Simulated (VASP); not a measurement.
Write the native input for VASP 6.6.1 that does the following.

```
Task                   : single point
Functional             : r2SCAN
Potentials or basis    : VASP PAW PBE potentials, release 64 (Ca_sv, Yb, F)
Cutoff                 : 520 eV
k mesh                 : 4 × 4 × 3
Occupations            : fermi-dirac, width 0.1 eV
Spin                   : no spin polarisation
Dipole correction      : no
Further INCAR settings : LREAL = Auto; ALGO = Normal; EDIFF = 1e-07; NBANDS = 90
```

The system is CaYbF6.

```
Ca Yb F
1.0
     5.22083    0.00000    0.00000
     0.00000    5.22083    0.00000
     0.00000    0.00000    7.63914
Ca Yb F
2 2 12
Direct
  0.00000 0.00000 0.50000
  0.00000 0.00000 0.00000
  0.50000 0.50000 0.75000
  0.50000 0.50000 0.25000
  0.21030 0.25500 0.31840
  0.74500 0.21030 0.81840
  0.78970 0.74500 0.31840
  0.25500 0.78970 0.81840
  0.78970 0.74500 0.68160
  0.25500 0.78970 0.18160
  0.21030 0.25500 0.68160
  0.74500 0.21030 0.18160
  0.34400 0.67690 0.50000
  0.32310 0.34400 0.00000
  0.65600 0.32310 0.50000
  0.67690 0.65600 0.00000
```

The input as run:

POSCAR

```
CaYbF6
1.0
    5.2208328500      0.0000000000      0.0000000000
    0.0000000000      5.2208328500      0.0000000000
    0.0000000000      0.0000000000      7.6391441800
Ca Yb F
2 2 12
Direct
    0.0000000000      0.0000000000      0.5000000000
    0.0000000000      0.0000000000      0.0000000000
    0.5000000000      0.5000000000      0.7500000000
    0.5000000000      0.5000000000      0.2500000000
    0.2103000000      0.2550000000      0.3184000000
    0.7450000000      0.2103000000      0.8184000000
    0.7897000000      0.7450000000      0.3184000000
    0.2550000000      0.7897000000      0.8184000000
    0.7897000000      0.7450000000      0.6816000000
    0.2550000000      0.7897000000      0.1816000000
    0.2103000000      0.2550000000      0.6816000000
    0.7450000000      0.2103000000      0.1816000000
    0.3440000000      0.6769000000      0.5000000000
    0.3231000000      0.3440000000      0.0000000000
    0.6560000000      0.3231000000      0.5000000000
    0.6769000000      0.6560000000      0.0000000000
```

INCAR.step1

```
PREC = Accurate
ENCUT = 520
ISMEAR = -1
SIGMA = 0.1
LREAL = Auto
LASPH = True
NELM = 100
NBANDS = 90
GGA = PE
ALGO = Normal
EDIFF = 1E-4
LWAVE = True
LCHARG = False
```

INCAR.step2

```
PREC = Accurate
ENCUT = 520
EDIFF = 1E-7
ISMEAR = -1
SIGMA = 0.1
LREAL = Auto
LASPH = True
NELM = 100
ALGO = Normal
ISIF = 2
LWAVE = False
LCHARG = True
METAGGA = R2SCAN
LMIXTAU = True
LELF = True
LVHAR = True
NBANDS = 90
ISTART = 1
```

KPOINTS

```
regular mesh
0
Gamma
  4 4 3
```

Potentials or basis: VASP PAW PBE potentials, release 64 (Ca_sv, Yb, F).

The run is started by

```sh
$ cat potpaw_PBE.64/Ca_sv/POTCAR potpaw_PBE.64/Yb/POTCAR potpaw_PBE.64/F/POTCAR > POTCAR
$ cp INCAR.step1 INCAR
$ mpirun -np 1 vasp_std > vasp.out
$ cp INCAR.step2 INCAR
$ mpirun -np 1 vasp_std > vasp.out
```

It gave:

```
Pressure               : 6.5 GPa
Largest force          : 0.892 eV/Å
Band gap on the k mesh : zero (bands 76 and 77 overlap by 0.04 eV)
```

Caveat: the cell stands under pressure; the PAW data sets were made with another functional, which shifts forces and pressure a little; spin-orbit coupling is left out, which moves the levels of the heavy elements.

Wall time 69 min on 1 thread of Intel(R) Xeon(R) 6975P-C (Granite Rapids), on a shared host, peak memory 0.41 GiB.
